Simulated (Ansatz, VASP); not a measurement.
## Two plane-wave programs on FePt

INCAR

```
PREC = Accurate
ENCUT = 520
EDIFF = 1E-6
ISMEAR = 0
SIGMA = 0.1
LREAL = False
LASPH = True
NELM = 150
ALGO = Normal
ISIF = 2
LWAVE = False
LCHARG = True
ISPIN = 2
MAGMOM = 3 0
LORBIT = 11
LMAXMIX = 4
GGA = PE
LELF = True
LVHAR = True
NBANDS = 20
```

KPOINTS

```
Automatic mesh
0
Gamma
  14 14 14
```

The input POSCAR:

```
FePt
1.0
    3.0592809269      0.0000000000      0.0000000000
    0.0000000000      3.0592809269      0.0000000000
    0.0000000000      0.0000000000      3.0592809269
Fe Pt
1 1
Direct
    0.0000000000      0.0000000000      0.0000000000
    0.5000000000      0.5000000000      0.5000000000
```

Input for Ansatz:

```yaml
crystal:
  lattice:
    - [3.0592809269, 0.0, 0.0]
    - [0.0, 3.0592809269, 0.0]
    - [0.0, 0.0, 3.0592809269]
  atoms:
    - { symbol: Fe, position: [0.0, 0.0, 0.0], spin: 3.0 }
    - { symbol: Pt, position: [0.5, 0.5, 0.5] }
basis:
  ecutwfc: 420
kpoints:
  mp_grid: { grid: [14, 14, 14] }
hamiltonian:
  xc: pbe
scf:
  occupations: { method: gaussian, width: 0.1 }
  lower_state_search: "off"
output:
  forces: true
  stress: true
  eigenvalues: true
  populations: true
magnetization:
  spin_polarized: true
```

Alike in both runs: task single point; functional PBE; k mesh 14 × 14 × 14; occupations gaussian, width 0.1 eV; collinear spin.

|  | VASP | Ansatz |
| --- | --- | --- |
| version | VASP 6.6.1 | Ansatz 0.2.0 |
| potentials or method | VASP PAW PBE potentials, release 64 (Fe, Pt), cutoff 520 eV | scalar-relativistic, plane waves, PAW |
| valence electrons in the cell | 18 | 34 |

```tsv
	VASP	Ansatz	Ansatz less VASP
gap on the k mesh at the Fermi level (eV)	none	none	-
pressure (GPa)	-0.5	0.0	+0.47
net moment per atom (μB)	1.73	1.73	+0.005
size of the moment on the site where the two differ most (μB)	0.35	0.39	+0.041
```

Site moments also hang on the region over which each program counts them. A gap of «none» marks a metal or a gap that the smearing closes. With one functional, cell and mesh, what is left measures potentials, basis and numerics. VASP's potentials hold 18 valence electrons a cell and Ansatz's 34, so a difference there can come from the potentials and not from the codes.

Neither program's run includes spin-orbit coupling.
